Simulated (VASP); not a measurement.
# SiC in VASP: a series of runs

SiC is run at these levels: LDA; tasks: single point.

Everything below comes from runs of VASP 6.6.1. Logs are shortened: lines on timing, memory, paths and dates and some standing lists are left out, and cuts for length are marked.

### Step 1. The cell of the first run

The cell holds a slab with vacuum, 6 atoms: a = 3.061 Å, b = 4.329 Å, c = 19.061 Å, α = 90.00°, β = 90.00°, γ = 90.00°.

### Step 2. Single point, LDA

File INCAR:

```
SYSTEM = SiC
PREC = Accurate ; ENCUT = 520
EDIFF = 1E-6 ; ISMEAR = -1
SIGMA = 0.02 ; LREAL = .False.
LASPH = .True. ; NELM = 60
ALGO = Normal ; ISIF = 2
LWAVE = .False. ; LCHARG = .False.
LDIPOL = .True. ; IDIPOL = 3
DIPOL = 0.5 0.5 0.500 ; NBANDS = 21
```

File KPOINTS:

```
regular mesh
0
Gamma
  8 6 1
  0 0 0
```

File POSCAR:

```
SiC
1.0
    3.0609725613      0.0000000000      0.0000000000
    0.0000000000      4.3288689102      0.0000000000
    0.0000000000      0.0000000000     19.0610000000
Si C
3 3
Direct
    0.2500000000      0.1250000000      0.4197058769
    0.7500000000      0.6250000000      0.5000000000
    0.2500000000      0.1250000000      0.5802941231
    0.7500000000      0.8750000000      0.4197058769
    0.2500000000      0.3750000000      0.5000000000
    0.7500000000      0.8750000000      0.5802941231
```

Potentials or basis: VASP PAW LDA potentials, release 64 (Si, C).

Run with:

```bash
> cat potpaw_LDA.64/Si/POTCAR potpaw_LDA.64/C/POTCAR > POTCAR
> mpirun -np 1 vasp_std > vasp.out
```

OUTCAR:

```text
SYSTEM = SiC
   PREC = Accurate
   ENCUT = 520
   EDIFF = 1E-6
   ISMEAR = -1
   LREAL = .False.
   LASPH = .True.
   NELM = 60
   ISIF = 2

 ion  position               nearest neighbor table
   1  0.250  0.125  0.420-   5 1.87   4 1.87   4 1.87   3 3.06   2 3.06   2 3.06   2 3.06   2 3.06

   2  0.750  0.625  0.500-   4 1.87   6 1.87   5 1.87   5 1.87   1 3.06   1 3.06   3 3.06   1 3.06
                             3 3.06   3 3.06   1 3.06   3 3.06
   3  0.250  0.125  0.580-   5 1.87   6 1.87   6 1.87   1 3.06   2 3.06   2 3.06   2 3.06   2 3.06

   4  0.750  0.875  0.420-   2 1.87   1 1.87   1 1.87
   5  0.250  0.375  0.500-   1 1.87   3 1.87   2 1.87   2 1.87
   6  0.750  0.875  0.580-   2 1.87   3 1.87   3 1.87

  LATTYP: Found a simple orthorhombic cell.
 ALAT       =     3.0609725613
 B/A-ratio  =     1.4142135624
 C/A-ratio  =     6.2271058032

  Lattice vectors:

 A1 = (   3.0609725613,   0.0000000000,   0.0000000000)
 A2 = (   0.0000000000,   4.3288689102,   0.0000000000)
 A3 = (   0.0000000000,   0.0000000000,  19.0610000000)

Analysis of symmetry for initial positions (statically):
=====================================================================
 Subroutine PRICEL returns:
 Original cell was already a primitive cell.

 Routine SETGRP: Setting up the symmetry group for a
 simple orthorhombic supercell.

 Subroutine GETGRP returns: Found  4 space group operations
 (whereof  2 operations were pure point group operations)
 out of a pool of  8 trial point group operations.

The static configuration has the point symmetry C_1h.
 The point group associated with its full space group is C_2v.

Analysis of symmetry for dynamics (positions and initial velocities):
=====================================================================
 Subroutine PRICEL returns:
 Original cell was already a primitive cell.

 Routine SETGRP: Setting up the symmetry group for a
 simple orthorhombic supercell.

 Subroutine GETGRP returns: Found  4 space group operations
 (whereof  2 operations were pure point group operations)
 out of a pool of  8 trial point group operations.

The dynamic configuration has the point symmetry C_1h.
 The point group associated with its full space group is C_2v.

 Subroutine INISYM returns: Found  4 space group operations
 (whereof  2 operations are pure point group operations),
 and found     1 'primitive' translations

----------------------------------------------------------------------------------------

                                     Primitive cell

  volume of cell :     252.5687

  direct lattice vectors                    reciprocal lattice vectors
     3.060972561  0.000000000  0.000000000     0.326693552  0.000000000  0.000000000
     0.000000000  4.328868910  0.000000000     0.000000000  0.231007226  0.000000000
     0.000000000  0.000000000 19.061000000     0.000000000  0.000000000  0.052463145

  length of vectors
     3.060972561  4.328868910 19.061000000     0.326693552  0.231007226  0.052463145

  position of ions in fractional coordinates (direct lattice)
     0.250000000  0.125000000  0.419705877
     0.750000000  0.625000000  0.500000000
     0.250000000  0.125000000  0.580294123
     0.750000000  0.875000000  0.419705877
     0.250000000  0.375000000  0.500000000
     0.750000000  0.875000000  0.580294123

  ion indices of the primitive-cell ions
   primitive index   ion index
                 1           1
                 2           2
                 3           3
                 4           4
                 5           5
                 6           6

----------------------------------------------------------------------------------------

 KPOINTS: regular mesh

Automatic generation of k-mesh.
 Grid dimensions read from file:
 generate k-points for:    8    6    1

 Generating k-lattice:

  Cartesian coordinates                     Fractional coordinates (reciprocal lattice)
     0.040836694  0.000000000  0.000000000     0.125000000  0.000000000  0.000000000
     0.000000000  0.038501204  0.000000000     0.000000000  0.166666667  0.000000000
     0.000000000  0.000000000  0.052463145     0.000000000  0.000000000  1.000000000

  Length of vectors
     0.040836694  0.038501204  0.052463145

  Shift w.r.t. Gamma in fractional coordinates (k-lattice)
     0.000000000  0.000000000  0.000000000

 Subroutine IBZKPT returns following result:
 ===========================================

 Found     20 irreducible k-points:

 Following reciprocal coordinates:
            Coordinates               Weight
  0.000000  0.000000  0.000000      1.000000
  0.125000  0.000000  0.000000      2.000000
  0.250000  0.000000  0.000000      2.000000
  0.375000  0.000000  0.000000      2.000000
  0.500000  0.000000  0.000000      1.000000
  0.000000  0.166667  0.000000      2.000000
[... 12 lines left out ...]
  0.375000  0.500000  0.000000      2.000000
  0.500000  0.500000  0.000000      1.000000
   k-points           NKPTS =     20   k-points in BZ     NKDIM =     20   number of bands    NBANDS=     21
   number of dos      NEDOS =    301   number of ions     NIONS =      6
   total plane-waves  NPLWV = 110592
   dimension x,y,z NGX =    24 NGY =   32 NGZ =  144
   dimension x,y,z NGXF=    48 NGYF=   64 NGZF=  288
   ions per type =               3   3
   NGX,Y,Z   is equivalent  to a cutoff of  13.03, 12.29, 12.56 a.u.
   NGXF,Y,Z  is equivalent  to a cutoff of  26.07, 24.58, 25.12 a.u.
 SYSTEM =  SiC
   PREC   = accura    normal or accurate (medium, high low for compatibility)
   ISTART =      0    job   : 0-new  1-cont  2-samecut
   ICHARG =      2    charge: 1-file 2-atom 10-const
   ISPIN  =      1    spin polarized calculation?
   LNONCOLLINEAR =      F non collinear calculations
   LSORBIT =      F    spin-orbit coupling
   LASPH  =      T    aspherical Exc in radial PAW
   ENCUT  =  520.0 eV  38.22 Ry    6.18 a.u.   5.69  8.05 35.44*2*pi/ulx,y,z
   NELM   =     60;   NELMIN=  2; NELMDL= -5     # of ELM steps
   EDIFF  = 0.1E-05   stopping-criterion for ELM
   LREAL  =      F    real-space projection
   EDIFFG = 0.1E-04   stopping-criterion for IOM
   NSW    =      0    number of steps for IOM
   IBRION =     -1    ionic relax: 0-MD 1-quasi-New 2-CG
   NFREE  =      0    steps in history (QN), initial steepest desc. (CG)
   ISIF   =      2    stress and relaxation
   ISYM   =      2    0-nonsym 1-usesym 2-fastsym
   POTIM  = 0.5000    time-step for ionic-motion
   TEBEG  =    0.0;   TEEND  =   0.0 temperature during run
   PSTRESS=    0.0 pullay stress
   NELECT =      24.0000    total number of electrons
   NUPDOWN=      -1.0000    fix difference up-down
   EMIN   =  10.00;   EMAX   =-10.00  energy-range for DOS
   EFERMI =   0.00;   METHOD = LEGACY
   ISMEAR =    -1;   SIGMA  =   0.02  broadening in eV -4-tet -1-fermi 0-gaus
   EFERMI_NEDOS =   21; number of points for ismear=-14 and -15
   IALGO  =     38    algorithm
   IMIX   =      4    mixing-type and parameters
     AMIX     =   0.40;   BMIX     =  1.00
     AMIX_MAG =   1.60;   BMIX_MAG =  1.00
  volume/ion in A,a.u.               =      42.09       284.07
  Fermi-wavevector in a.u.,A,eV,Ry     =   0.747054  1.411728  7.593273  0.558090
  Thomas-Fermi vector in A             =   1.843019
   LORBIT       =      0    0 simple, 1 ext, 2 COOP (PROOUT), +10 PAW based schemes
   GGA     = CA    functional components
   LHFCALC =     F    Hartree Fock is set to
   AEXX    =    0.0000 exact exchange contribution
   IVDW    =     0    specifies the selected vdW correction
   LEPSILON=     F    determine dielectric tensor
   LRPA    =     F    only Hartree local field effects (RPA)
 non-spin polarized calculation
  energy-cutoff  :      520.00
  volume of cell :      252.57
 maximum number of plane-waves:      6856
 NGX is ok and might be reduce to    24
   NGX = 11   NGY = 17   NGZ = 71

 dipolmoment           0.000000      0.000000     -0.000000 electrons x Angstroem

 number of electron      24.0000002 magnetization

 dipolmoment           0.000000      0.000000      0.000000 electrons x Angstroem

 Free energy of the ion-electron system (eV)
  ---------------------------------------------------
  ext. energy  EPLUGINS =         0.00000000
  ---------------------------------------------------
  free energy    TOTEN  =       -43.27578067 eV

  energy without entropy =      -43.26925683  energy(sigma->0) =      -43.27251875

 E-fermi :  -1.9185     XC(G=0):  -3.8850

 val. band max:       -1.9554165119   @ k =   0.3750   0.5000   0.0000
 cond. band min:      -1.9178605898   @ k =   0.3750   0.0000   0.0000
 fundamental gap:      0.0375559221
 Fermi energy:        -1.9184654370

 k-point     1 :       0.0000    0.0000    0.0000
  band No.  band energies     occupation
      1     -16.8794      2.00000
      2     -14.0618      2.00000
      3     -12.4604      2.00000
      4      -9.5967      2.00000
      5      -7.3242      2.00000
      6      -6.5158      2.00000
[... 13 lines left out ...]
     20       4.7023      0.00000
     21       5.2952      0.00000

 k-point     2 :       0.1250    0.0000    0.0000
  band No.  band energies     occupation
      1     -16.6767      2.00000
      2     -13.8690      2.00000
      3     -12.3574      2.00000
      4      -9.4840      2.00000
      5      -7.3099      2.00000
      6      -6.3586      2.00000
[... 13 lines left out ...]
     20       4.1401      0.00000
     21       5.1822      0.00000
[... 391 lines left out ...]
      5      -9.2457      2.00000
      6      -8.6844      2.00000
[... 13 lines left out ...]
     20       5.6895      0.00000
     21       6.0152      0.00000

 k-point    20 :       0.5000    0.5000    0.0000
  band No.  band energies     occupation
      1     -13.7157      2.00000
      2     -12.9731      2.00000
      3     -11.6688      2.00000
      4     -10.2905      2.00000
      5     -10.1182      2.00000
      6      -9.0205      2.00000
[... 13 lines left out ...]
     20       5.3026      0.00000
     21       5.9721      0.00000

------------------------ aborting loop because EDIFF is reached ----------------------------------------

 vacuum level on the upper side and lower side of the slab       (xc-potential included)        -0.112        -0.112

  FORCE on cell =-STRESS in cart. coord.  units (eV):
  Direction    XX          YY          ZZ          XY          YZ          ZX
  --------------------------------------------------------------------------------------
  -------------------------------------------------------------------------------------
  Total       -1.9810786     -6.9777636     -2.5604181      0.0000000      0.0000000      0.0000000
  in kB      -12.5670324    -44.2636561    -16.2420901      0.0000000      0.0000000      0.0000000
  external PRESSURE =     -24.3575929 kB  Pullay stress =       0.0000000 kB

 VOLUME and BASIS-vectors are now :
 -----------------------------------------------------------------------------
  energy-cutoff  :      520.00
  volume of cell :      252.57
      direct lattice vectors                 reciprocal lattice vectors
     3.060972561  0.000000000  0.000000000     0.326693552  0.000000000  0.000000000
     0.000000000  4.328868910  0.000000000     0.000000000  0.231007226  0.000000000
     0.000000000  0.000000000 19.061000000     0.000000000  0.000000000  0.052463145

 POSITION                                       TOTAL-FORCE (eV/Angst)
 -----------------------------------------------------------------------------------
      0.76524      0.54111      8.00001         0.000000     -2.776145      1.075114
      2.29573      2.70554      9.53050         0.000000      0.661293     -0.000000
      0.76524      0.54111     11.06099         0.000000     -2.776145     -1.075114
      2.29573      3.78776      8.00001        -0.000000      1.951073     -0.246090
      0.76524      1.62333      9.53050         0.000000      0.988850     -0.000000
      2.29573      3.78776     11.06099        -0.000000      1.951073      0.246090
 -----------------------------------------------------------------------------------
    total drift:                                0.000000     -0.000115      0.000000

  FREE ENERGIE OF THE ION-ELECTRON SYSTEM (eV)
  ---------------------------------------------------
  free  energy   TOTEN  =       -43.2757806698 eV

  energy  without entropy=      -43.2692568297  energy(sigma->0) =      -43.27251875

 vacuum level on the upper side and lower side of the slab         3.345         3.345
```

It took 89 s on 1 thread of AMD EPYC 9R45 (Zen 5), shared host; peak memory 0.26 GiB.

Results:

| Item | Value |
| --- | --- |
| Free energy | -43.2758 eV |
| Largest force | 2.977 eV/Å |
| Band gap on the k mesh | zero (bands 12 and 13 overlap by 0.09 eV) |

Forces in eV/Å, atoms in the order of the input:
```
Si   0.000 -2.776  1.075
Si   0.000  0.661  0.000
Si   0.000 -2.776 -1.075
C    0.000  1.951 -0.246
C    0.000  0.989  0.000
C    0.000  1.951  0.246
```

### Step 3. Single point, LDA

File INCAR:

```
ALGO     = Normal         # electronic algorithm
DIPOL    = 0.5 0.5 0.500
EDIFF    = 1E-6           # SCF threshold, eV
ENCUT    = 520            # plane-wave cutoff, eV
GGA      = CA             # functional
IDIPOL   = 3            
ISIF     = 2              # what is computed and relaxed
ISMEAR   = -1             # smearing method
LASPH    = T              # aspherical terms in the spheres
LCHARG   = F              # write CHGCAR
LDIPOL   = T            
LREAL    = F              # projectors in reciprocal space
LWAVE    = F              # write WAVECAR
NBANDS   = 21             # bands
NELM     = 60             # most SCF steps
PREC     = Accurate       # precision mode
SIGMA    = 0.02           # smearing width, eV
```

File KPOINTS:

```
k-points
0
Gamma
  8 6 1
```

File POSCAR:

```
SiC
1.0
    3.0609725613      0.0000000000      0.0000000000
    0.0000000000      4.3288689102      0.0000000000
    0.0000000000      0.0000000000     19.0610000000
Si C
3 3
Direct
    0.2500000000      0.0903230807      0.4300294461
    0.7500000000      0.6406847590      0.4999999930
    0.2500000000      0.0903230844      0.5699705667
    0.7500000000      0.8918217551      0.4193148911
    0.2500000000      0.3950255987      0.5000000044
    0.7500000000      0.8918217222      0.5806850986
```

Potentials or basis: VASP PAW LDA potentials, release 64 (Si, C).

Run with:

```bash
> cat potpaw_LDA.64/Si/POTCAR potpaw_LDA.64/C/POTCAR > POTCAR
> mpirun -np 1 vasp_std > vasp.out
```

Run time: 91 s. Hardware: 1 thread of AMD EPYC 9R45 (Zen 5), shared host; peak memory 0.26 GiB.

It converged, with:

| Quantity | Value |
| --- | --- |
| Free energy | -44.2045 eV |
| Largest force | 0.022 eV/Å |
| Band gap on the k mesh | zero (bands 12 and 13 overlap by 0.07 eV) |

Forces in eV/Å, atoms in the order of the input:
```
Si   0.000  0.005  0.001
Si   0.000 -0.001  0.000
Si   0.000  0.005 -0.001
C    0.000 -0.009 -0.020
C    0.000  0.009  0.000
C    0.000 -0.009  0.020
```

Levels at points of the mesh, in eV from the Fermi level:
| k point | band 10 | band 11 | band 12 | band 13 | band 14 | band 15 |
| --- | --- | --- | --- | --- | --- | --- |
| (0.00, 0.00, 0.00) | -1.41 | -1.27 | -0.71 | 1.40 | 1.74 | 3.53 |
| (0.50, 0.00, 0.00) | -2.82 | -1.64 | -1.11 | 0.18 | 1.89 | 2.94 |
| (0.00, 0.50, 0.00) | -2.29 | -1.78 | -0.04 | 1.22 | 2.58 | 3.53 |
| (0.50, 0.50, 0.00) | -3.47 | -0.70 | 0.04 | 0.32 | 2.55 | 4.16 |

### Step 4. Single point, LDA

File INCAR:

```
PREC = Accurate ; ENCUT = 520
EDIFF = 1E-6 ; ISMEAR = -1
SIGMA = 0.02 ; LREAL = F
LASPH = T ; NELM = 80
ALGO = Normal ; ISIF = 2
LWAVE = F ; LCHARG = F
LDIPOL = T ; IDIPOL = 3
DIPOL = 0.5 0.5 0.500 ; NBANDS = 21
```

File KPOINTS:

```
regular mesh
0
Gamma
  8 6 1
```

POSCAR is that of step 3.

Run with:

```bash
> cat potpaw_LDA.64/Si/POTCAR potpaw_LDA.64/C/POTCAR > POTCAR
> mpirun -np 1 vasp_std > vasp.out
```

Run time: 90 s. Hardware: 1 thread of AMD EPYC 9R45 (Zen 5), shared host; peak memory 0.26 GiB.

It converged, with:

```
Free energy            : -44.2045 eV
Largest force          : 0.022 eV/Å
Band gap on the k mesh : zero (bands 12 and 13 overlap by 0.07 eV)
```

Forces in eV/Å, atoms in the order of the input:
```
Si   0.000  0.005  0.001
Si   0.000 -0.001  0.000
Si   0.000  0.005 -0.001
C    0.000 -0.009 -0.020
C    0.000  0.009  0.000
C    0.000 -0.009  0.020
```

Levels at points of the mesh, in eV from the Fermi level:
| k point | band 8 | band 9 | band 10 | band 11 | band 12 | band 13 | band 14 | band 15 | band 16 | band 17 |
| --- | --- | --- | --- | --- | --- | --- | --- | --- | --- | --- |
| (0.00, 0.00, 0.00) | -3.77 | -2.35 | -1.41 | -1.27 | -0.71 | 1.40 | 1.74 | 3.53 | 4.78 | 5.30 |
| (0.50, 0.00, 0.00) | -4.22 | -3.17 | -2.82 | -1.64 | -1.11 | 0.18 | 1.89 | 2.94 | 4.01 | 5.72 |
| (0.00, 0.50, 0.00) | -2.43 | -2.42 | -2.29 | -1.78 | -0.04 | 1.22 | 2.58 | 3.53 | 5.12 | 5.79 |
| (0.50, 0.50, 0.00) | -3.82 | -3.79 | -3.47 | -0.70 | 0.04 | 0.32 | 2.55 | 4.16 | 6.05 | 6.46 |

The gap in the log of VASP goes by the Fermi energy; the results here count the filled bands.